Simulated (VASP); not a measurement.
# MgO (I4/mmm) in VASP: further runs

MgO is run at these levels: r2SCAN; tasks: dielectric tensor.

All numbers are computed with VASP 6.6.1; they aren't measurements. Logs are shortened: lines on timing, memory, paths and dates and some standing lists are left out, and cuts for length are marked.

**1. The cell of the first run**

The structure is tetragonal, space group I4/mmm (No. 139). The conventional cell has a = 2.973 Å, b = 2.973 Å, c = 4.120 Å, α = 90.00°, β = 90.00°, γ = 90.00°. Mg (site symmetry 4/mmm) has 6 O at 2.06 to 2.10 Å within 2.7 Å. O (site symmetry 4/mmm) has 6 Mg at 2.06 to 2.10 Å within 2.7 Å.

**2. Dielectric tensor, r2SCAN (uniaxial z strain -2.0%)**

File INCAR:

```
PREC = Accurate ; ENCUT = 520
EDIFF = 1E-8 ; ISMEAR = 0
SIGMA = 0.01 ; LREAL = F
LASPH = T ; NELM = 60
ALGO = Normal ; ISIF = 2
LWAVE = F ; LCHARG = F
METAGGA = R2SCAN ; LMIXTAU = T
LCALCEPS = T
```

File KPOINTS:

```
regular mesh
0
Gamma
  8 8 8
```

File POSCAR:

```
MgO
1.0
    0.0000000000      2.1021674155      2.0601240671
    2.1021674155      0.0000000000      2.0601240671
    2.1021674155      2.1021674155      0.0000000000
Mg O
1 1
Direct
    0.0000000000      0.0000000000      0.0000000000
    0.5000000000      0.5000000000      0.5000000000
```

Potentials or basis: VASP PAW PBE potentials, release 64 (Mg, O).

Launch:

```console
$ cat potpaw_PBE.64/Mg/POTCAR potpaw_PBE.64/O/POTCAR > POTCAR
$ mpirun -np 1 vasp_std > vasp.out
```

OUTCAR:

```text
PREC = Accurate
   ENCUT = 520
   EDIFF = 1E-8
   ISMEAR = 0
   LREAL = F
   LASPH = T
   NELM = 60
   ISIF = 2
   METAGGA = R2SCAN

 ion  position               nearest neighbor table
   1  0.000  0.000  0.000-   2 2.06   2 2.06   2 2.10   2 2.10   2 2.10   2 2.10
   2  0.500  0.500  0.500-   1 2.06   1 2.06   1 2.10   1 2.10   1 2.10   1 2.10

  LATTYP: Found a body centered tetragonal cell.
 ALAT       =     2.9729136694
 C/A-ratio  =     1.3859292911

  Lattice vectors:

 A1 = (   0.0000000000,  -2.1021674155,  -2.0601240671)
 A2 = (   0.0000000000,   2.1021674155,  -2.0601240671)
 A3 = (   2.1021674155,   0.0000000000,   2.0601240671)

Analysis of symmetry for initial positions (statically):
=====================================================================
 Subroutine PRICEL returns:
 Original cell was already a primitive cell.

 Routine SETGRP: Setting up the symmetry group for a
 body centered tetragonal supercell.

 Subroutine GETGRP returns: Found 16 space group operations
 (whereof 16 operations were pure point group operations)
 out of a pool of 16 trial point group operations.

The static configuration has the point symmetry D_4h.

Analysis of symmetry for dynamics (positions and initial velocities):
=====================================================================
 Subroutine PRICEL returns:
 Original cell was already a primitive cell.

 Routine SETGRP: Setting up the symmetry group for a
 body centered tetragonal supercell.

 Subroutine GETGRP returns: Found 16 space group operations
 (whereof 16 operations were pure point group operations)
 out of a pool of 16 trial point group operations.

The dynamic configuration has the point symmetry D_4h.

 Subroutine INISYM returns: Found 16 space group operations
 (whereof 16 operations are pure point group operations),
 and found     1 'primitive' translations

----------------------------------------------------------------------------------------

                                     Primitive cell

  volume of cell :      18.2078

  direct lattice vectors                    reciprocal lattice vectors
     0.000000000  2.102167415  2.060124067    -0.237849753  0.237849753  0.242703829
[... 134 lines left out ...]
  free energy    TOTEN  =       -16.15538725 eV

  energy without entropy =      -16.15538725  energy(sigma->0) =      -16.15538725

 E-fermi :   3.0324     XC(G=0): -11.7272

 val. band max:        2.9811821957   @ k =   0.0000   0.0000   0.0000
 cond. band min:   10000.0000000000   @ k =   0.0000   0.0000   0.0000
 fundamental gap:   9997.0188178043
 Fermi energy:         3.0324071504

 k-point     1 :       0.0000    0.0000    0.0000
  band No.  band energies     occupation
      1     -15.3681      2.00000
      2       2.9361      2.00000
      3       2.9812      2.00000
      4       2.9812      2.00000
      5   10000.0000      0.00000
      6   10000.0000      0.00000
      7   10000.0000      0.00000
      8   10000.0000      0.00000
[... 243 lines left out ...]
 k-point    24 :       0.3750    0.0000    0.1250
  band No.  band energies     occupation
      1     -14.3457      2.00000
      2      -0.6864      2.00000
      3       2.0606      2.00000
      4       2.2425      2.00000
      5   10000.0000      0.00000
      6   10000.0000      0.00000
      7   10000.0000      0.00000
      8   10000.0000      0.00000

 [... further k-points ...]

------------------------ aborting loop because EDIFF is reached ----------------------------------------

            Ionic dipole moment: p[ion]=(   -12.61300   -12.61300   -12.36074 ) |e| Angst

 Total electronic dipole moment: p[elc]=(     0.00000     0.00000     0.00189 ) |e| Angst

 MACROSCOPIC STATIC DIELECTRIC TENSOR (including local field effects)
 ------------------------------------------------------
           2.919394    -0.000000     0.000000
          -0.000000     2.919394     0.000000
          -0.000000    -0.000000     2.875413
 ------------------------------------------------------

 PIEZOELECTRIC TENSOR (including local field effects) (e Angst)
          XX          YY          ZZ          XY          YZ          ZX
  --------------------------------------------------------------------------------
  x     0.00000     0.00000     0.00000     0.00000     0.00000     0.00000
  y     0.00000     0.00000     0.00000     0.00000     0.00000     0.00000
  z     0.00000     0.00000     0.00000     0.00000     0.00000     0.00000

 PIEZOELECTRIC TENSOR (including local field effects) (C/m^2)
          XX          YY          ZZ          XY          YZ          ZX
  --------------------------------------------------------------------------------
  x     0.00000     0.00000     0.00000     0.00000     0.00000     0.00000
  y     0.00000     0.00000     0.00000     0.00000     0.00000     0.00000
  z     0.00000     0.00000     0.00000     0.00000     0.00000     0.00000

 BORN EFFECTIVE CHARGES (including local field effects) (in |e|, cummulative output)
 ---------------------------------------------------------------------------------
 ion    1
    1     1.93850     0.00000     0.00000
    2    -0.00000     1.93850     0.00000
    3    -0.00000    -0.00000     1.91668
 ion    2
    1    -1.93850    -0.00000    -0.00000
    2     0.00000    -1.93850    -0.00000
    3     0.00000     0.00000    -1.91668

  FORCE on cell =-STRESS in cart. coord.  units (eV):
  Direction    XX          YY          ZZ          XY          YZ          ZX
  --------------------------------------------------------------------------------------
  -------------------------------------------------------------------------------------
  Total        0.0938615      0.0938615      0.6706822      0.0000000      0.0000000      0.0000000
  in kB        8.2592379      8.2592379     59.0159475      0.0000000      0.0000000      0.0000000
  external PRESSURE =      25.1781411 kB  Pullay stress =       0.0000000 kB

 VOLUME and BASIS-vectors are now :
 -----------------------------------------------------------------------------
  energy-cutoff  :      520.00
  volume of cell :       18.21
      direct lattice vectors                 reciprocal lattice vectors
     0.000000000  2.102167415  2.060124067    -0.237849753  0.237849753  0.242703829
     2.102167415  0.000000000  2.060124067     0.237849753 -0.237849753  0.242703829
     2.102167415  2.102167415  0.000000000     0.237849753  0.237849753 -0.242703829

 POSITION                                       TOTAL-FORCE (eV/Angst)
 -----------------------------------------------------------------------------------
      0.00000      0.00000      0.00000        -0.000000     -0.000000      0.000000
      2.10217      2.10217      2.06012         0.000000      0.000000     -0.000000
 -----------------------------------------------------------------------------------
    total drift:                               -0.000000     -0.000000      0.000000

  FREE ENERGIE OF THE ION-ELECTRON SYSTEM (eV)
  ---------------------------------------------------
  free  energy   TOTEN  =       -16.1553872548 eV

  energy  without entropy=      -16.1553872548  energy(sigma->0) =      -16.15538725
```

Run time: 16 min. Hardware: 1 thread of Intel Xeon Platinum 8259CL at 2.50GHz (Skylake/Cascade Lake), shared host; peak memory 0.31 GiB.

What came out:

```
Band gap on the k mesh                  : 5.85 eV
Electronic dielectric tensor (diagonal) : 2.92, 2.92, 2.88
Born charges (mean of the diagonal)     : Mg +1.93; O -1.93 e
```

Electronic dielectric tensor:
```
2.92 0.00 0.00
0.00 2.92 0.00
0.00 0.00 2.88
```

Born effective charge tensors (e):
atom 1, Mg
```
1.94 0.00 0.00
0.00 1.94 0.00
0.00 0.00 1.92
```
atom 2, O
```
-1.94  0.00  0.00
 0.00 -1.94  0.00
 0.00  0.00 -1.92
```

Dipole moments of the cell (e·Å, modulo the quantum): ionic -12.613, -12.613, -12.361; electronic 0.000, 0.000, 0.002

Caveat: the cell differs from its parent crystal (uniaxial z strain -2.0%); the PAW data sets were made with another functional, which shifts forces and pressure a little.

**3. Dielectric tensor, r2SCAN (uniaxial z strain -1.0%)**

File INCAR:

```
SYSTEM = MgO
  ALGO = Normal
  EDIFF = 1E-8
  ENCUT = 520
  ISIF = 2
  ISMEAR = 0
  LASPH = .TRUE.
  LCALCEPS = .TRUE.
  LCHARG = .FALSE.
  LMIXTAU = .TRUE.
  LREAL = .FALSE.
  LWAVE = .FALSE.
  METAGGA = R2SCAN
  NELM = 80
  PREC = Accurate
  SIGMA = 0.01
```

File KPOINTS:

```
k-points
0
G
  8 8 8
  0 0 0
```

File POSCAR:

```
MgO
1.0
    0.0000000000      2.1021674155      2.0811457413
    2.1021674155      0.0000000000      2.0811457413
    2.1021674155      2.1021674155      0.0000000000
Mg O
1 1
Direct
    0.0000000000      0.0000000000      0.0000000000
    0.5000000000      0.5000000000      0.5000000000
```

Potentials or basis: VASP PAW PBE potentials, release 64 (Mg, O).

Launch:

```console
$ cat potpaw_PBE.64/Mg/POTCAR potpaw_PBE.64/O/POTCAR > POTCAR
$ mpirun -np 1 vasp_std > vasp.out
```

OUTCAR:

```text
SYSTEM = MgO
   EDIFF = 1E-8
   ENCUT = 520
   ISIF = 2
   ISMEAR = 0
   LASPH = .TRUE.
   LREAL = .FALSE.
   METAGGA = R2SCAN
   NELM = 80
   PREC = Accurate

 ion  position               nearest neighbor table
   1  0.000  0.000  0.000-   2 2.08   2 2.08   2 2.10   2 2.10   2 2.10   2 2.10
   2  0.500  0.500  0.500-   1 2.08   1 2.08   1 2.10   1 2.10   1 2.10   1 2.10

  LATTYP: Found a body centered tetragonal cell.
 ALAT       =     2.9729136694
 C/A-ratio  =     1.4000714267

  Lattice vectors:

 A1 = (   0.0000000000,  -2.1021674155,  -2.0811457413)
 A2 = (   0.0000000000,   2.1021674155,  -2.0811457413)
 A3 = (   2.1021674155,   0.0000000000,   2.0811457413)

Analysis of symmetry for initial positions (statically):
=====================================================================
 Subroutine PRICEL returns:
 Original cell was already a primitive cell.

 Routine SETGRP: Setting up the symmetry group for a
 body centered tetragonal supercell.

 Subroutine GETGRP returns: Found 16 space group operations
[... 462 lines left out ...]
 PIEZOELECTRIC TENSOR (including local field effects) (C/m^2)
          XX          YY          ZZ          XY          YZ          ZX
  --------------------------------------------------------------------------------
  x     0.00000     0.00000     0.00000     0.00000     0.00000     0.00000
  y     0.00000     0.00000     0.00000     0.00000     0.00000     0.00000
  z     0.00000     0.00000     0.00000     0.00000     0.00000     0.00000

 BORN EFFECTIVE CHARGES (including local field effects) (in |e|, cummulative output)
 ---------------------------------------------------------------------------------
 ion    1
    1     1.94014     0.00000    -0.00000
    2     0.00000     1.94014     0.00000
    3    -0.00000    -0.00000     1.92946
 ion    2
    1    -1.94014     0.00000     0.00000
    2     0.00000    -1.94014     0.00000
    3     0.00000     0.00000    -1.92946

  FORCE on cell =-STRESS in cart. coord.  units (eV):
  Direction    XX          YY          ZZ          XY          YZ          ZX
  --------------------------------------------------------------------------------------
  -------------------------------------------------------------------------------------
  Total       -0.0200542     -0.0200542      0.2484806      0.0000000      0.0000000      0.0000000
  in kB       -1.7468224     -1.7468224     21.6439254      0.0000000      0.0000000      0.0000000
  external PRESSURE =       6.0500936 kB  Pullay stress =       0.0000000 kB

 VOLUME and BASIS-vectors are now :
 -----------------------------------------------------------------------------
  energy-cutoff  :      520.00
  volume of cell :       18.39
      direct lattice vectors                 reciprocal lattice vectors
     0.000000000  2.102167415  2.081145741    -0.237849753  0.237849753  0.240252276
     2.102167415  0.000000000  2.081145741     0.237849753 -0.237849753  0.240252276
     2.102167415  2.102167415  0.000000000     0.237849753  0.237849753 -0.240252276

 POSITION                                       TOTAL-FORCE (eV/Angst)
 -----------------------------------------------------------------------------------
      0.00000      0.00000      0.00000         0.000000     -0.000000      0.000000
      2.10217      2.10217      2.08115         0.000000      0.000000      0.000000
 -----------------------------------------------------------------------------------
    total drift:                               -0.000000     -0.000000      0.000000

  FREE ENERGIE OF THE ION-ELECTRON SYSTEM (eV)
  ---------------------------------------------------
  free  energy   TOTEN  =       -16.1602514592 eV

  energy  without entropy=      -16.1602514592  energy(sigma->0) =      -16.16025146
```

OSZICAR:

```text
N       E                     dE             d eps       ncg     rms          rms(c)
DAV:   1     0.622592618931E+01    0.62259E+01   -0.49762E+03  1136   0.908E+02
DAV:   2    -0.195148733822E+02   -0.25741E+02   -0.24526E+02  1160   0.145E+02
DAV:   3    -0.198360030055E+02   -0.32113E+00   -0.32113E+00  1272   0.177E+01
[... 12 lines left out ...]
DMP:   6    -0.161602512487E+02   -0.19764E-06   -0.21753E-06  1200   0.452E-06   0.176E-06
DMP:   7    -0.161602513735E+02   -0.12480E-06   -0.87016E-07  1200   0.176E-06   0.806E-07
DMP:   8    -0.161602514133E+02   -0.39766E-07   -0.34996E-07  1200   0.970E-07  -0.184E-07
DMP:   9    -0.161602514308E+02   -0.17547E-07   -0.28812E-07  1200   0.718E-07   0.423E-09
DMP:  10    -0.161602514496E+02   -0.18794E-07   -0.17427E-07  1200   0.322E-07   0.219E-07
DMP:  11    -0.161602514592E+02   -0.96313E-08   -0.48572E-08  1200   0.973E-08   0.465E-08
   1 F= -.16160251E+02 E0= -.16160251E+02  d E =-.100042E-19
```

stdout:

```text
POSCAR found type information on POSCAR MgO
 POSCAR found :  2 types and       2 ions
 scaLAPACK will be used
 -----------------------------------------------------------------------------
[... 86 lines left out ...]
 p_tot=( -0.126E+02 -0.126E+02 -0.125E+02 )
dp_tot=(  0.949E-07  0.906E-07  0.190E-02 )  diag[e(oo)]=(    ---      ---    2.87176 )
 p_tot=( -0.126E+02 -0.126E+02 -0.125E+02 )
dp_tot=(  0.971E-07  0.927E-07  0.190E-02 )  diag[e(oo)]=(    ---      ---    2.87353 )
 p_tot=( -0.126E+02 -0.126E+02 -0.125E+02 )
dp_tot=(  0.994E-07  0.950E-07  0.192E-02 )  diag[e(oo)]=(    ---      ---    2.88725 )
 final diagonalization full
 p_tot=( -0.126E+02 -0.126E+02 -0.125E+02 )
dp_tot=(  0.100E-06  0.960E-07  0.193E-02 )  diag[e(oo)]=(    ---      ---    2.89919 )
```

Run time: 18 min. Hardware: 1 thread of Intel Xeon Platinum 8259CL at 2.50GHz (Skylake/Cascade Lake), shared host; peak memory 0.31 GiB.

Results:

```yaml
Band_gap_on_the_k_mesh: 5.75 eV
Electronic_dielectric_tensor_diagonal: 2.92, 2.92, 2.90
Born_charges_mean_of_the_diagonal: Mg +1.94; O -1.94 e
```

Electronic dielectric tensor:
```
2.92 0.00 0.00
0.00 2.92 0.00
0.00 0.00 2.90
```

Born effective charge tensors (e):
atom 1, Mg
```
1.94 0.00 0.00
0.00 1.94 0.00
0.00 0.00 1.93
```
atom 2, O
```
-1.94  0.00  0.00
 0.00 -1.94  0.00
 0.00  0.00 -1.93
```

Dipole moments of the cell (e·Å, modulo the quantum): ionic -12.613, -12.613, -12.487; electronic 0.000, 0.000, 0.002

Caveat: the cell differs from its parent crystal (uniaxial z strain -1.0%); the PAW data sets were made with another functional, which shifts forces and pressure a little.

[end of part 1 of 2]
